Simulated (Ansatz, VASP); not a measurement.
Ge in VASP and in Ansatz

Contents of INCAR:

```
SYSTEM = Ge
PREC = Accurate ; ENCUT = 520
EDIFF = 1E-6 ; ISMEAR = -1
SIGMA = 0.05 ; LREAL = .FALSE.
LASPH = .TRUE. ; NELM = 100
ALGO = Normal ; ISIF = 2
LWAVE = .FALSE. ; LCHARG = .FALSE.
GGA = PE ; NBANDS = 21
```

The input KPOINTS:

```
regular mesh
0
G
  10 10 10
  0 0 0
```

The input POSCAR:

```
Ge
1.0
    0.0000000000      2.8004823000      2.8287700000
    2.8004823000      0.0000000000      2.8287700000
    2.8004823000      2.8004823000      0.0000000000
Ge
2
Direct
    0.5000000000      0.5000000000      0.5000000000
    0.7500000000      0.7500000000      0.7500000000
```

Input for Ansatz:

```yaml
crystal:
  lattice:
    - [0.0, 2.8004823, 2.82877]
    - [2.8004823, 0.0, 2.82877]
    - [2.8004823, 2.8004823, 0.0]
  atoms:
    - { symbol: Ge, position: [0.5, 0.5, 0.5] }
    - { symbol: Ge, position: [0.75, 0.75, 0.75] }
kpoints:
  mp_grid: { grid: [10, 10, 10] }
  band_path:
    path:
      - [0.0, 0.0, 0.0]
      - [0.0, 0.5, 0.5]
      - [0.25, 0.75, 0.5]
      - [0.0, 0.5, 0.0]
      - [0.0, 0.0, 0.0]
      - [0.5, 0.5, 0.0]
      - [0.3725125, 0.6274875, 0.0]
      - [-0.3725125, 0.3725125, 0.0]
      - [0.0, 0.0, 0.0]
    npoints: 5
scf:
  occupations: { method: fermi_dirac, width: 0.05 }
hamiltonian:
  xc: pbe
  pseudopotentials: { kind: all_electron, lapw: { basis_error: 0.00025 } }
output:
  forces: true
  stress: true
  eigenvalues: true
```

Change from the starting cell: equal xx and yy strain of -1 %.

Alike in both runs: task single point; functional PBE; k mesh 10 × 10 × 10; occupations fermi-dirac, width 0.05 eV; no spin polarisation.

|  | VASP | Ansatz |
| --- | --- | --- |
| version | VASP 6.6.1 | Ansatz 0.2.0 |
| potentials or method | VASP PAW PBE potentials, release 64 (Ge_d), cutoff 520 eV | all-electron LAPW, scalar-relativistic |

```csv
,VASP,Ansatz,Ansatz less VASP
pressure (GPa),5.2,5.2,+0.07
"traceless stress, the component that is largest in VASP (GPa)",-0.49,-0.49,+0.002
```

Ansatz ran all-electron here, and VASP with PAW potentials.
